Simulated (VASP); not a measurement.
A run of VASP 6.6.1:

The input INCAR:

```
ALGO = Normal
EDIFF = 1E-7
ENCUT = 520
GGA = PE
ISIF = 2
ISMEAR = 0
LASPH = True
LCHARG = False
LREAL = False
LWAVE = False
NBANDS = 36
NELM = 80
PREC = Accurate
SIGMA = 0.05
```

KPOINTS

```
k-points
0
Gamma
  12 12 2
```

Contents of POSCAR:

```
SiC
1.0
    3.1723110357      0.0000000000      0.0000000000
   -1.5861555179      2.7473019456      0.0000000000
    0.0000000000      0.0000000000     15.5659749019
Si C
6 6
Direct
    0.0000000000      0.0000000000      0.1250418274
    0.0000000000      0.0000000000      0.6250380904
    0.3333333333      0.6666666667      0.2918884748
    0.6666666667      0.3333333333      0.7917461130
    0.3333333333      0.6666666667      0.9583719294
    0.6666666667      0.3333333333      0.4582472204
    0.0000000000      0.0000000000      0.9967647584
    0.0000000000      0.0000000000      0.5026121274
    0.3333333333      0.6666666667      0.1695576612
    0.6666666667      0.3333333333      0.6641014118
    0.3333333333      0.6666666667      0.8361327995
    0.6666666667      0.3333333333      0.3304975861
```

Potentials or basis: VASP PAW PBE potentials, release 64 (Si, C).

Run with:

```bash
$ cat potpaw_PBE.64/Si/POTCAR potpaw_PBE.64/C/POTCAR > POTCAR
$ mpirun -np 1 vasp_std > vasp.out
```

Hardware: 1 thread of AMD EPYC 9R45 96-Core Processor (Zen 5) (shared host).

How long does it take, and how much memory?

It took 2.2 min on 1 thread of AMD EPYC 9R45 96-Core Processor (Zen 5), with other jobs on the host, peak memory 0.28 GiB. Counts: scf iterations 17, k points 38.
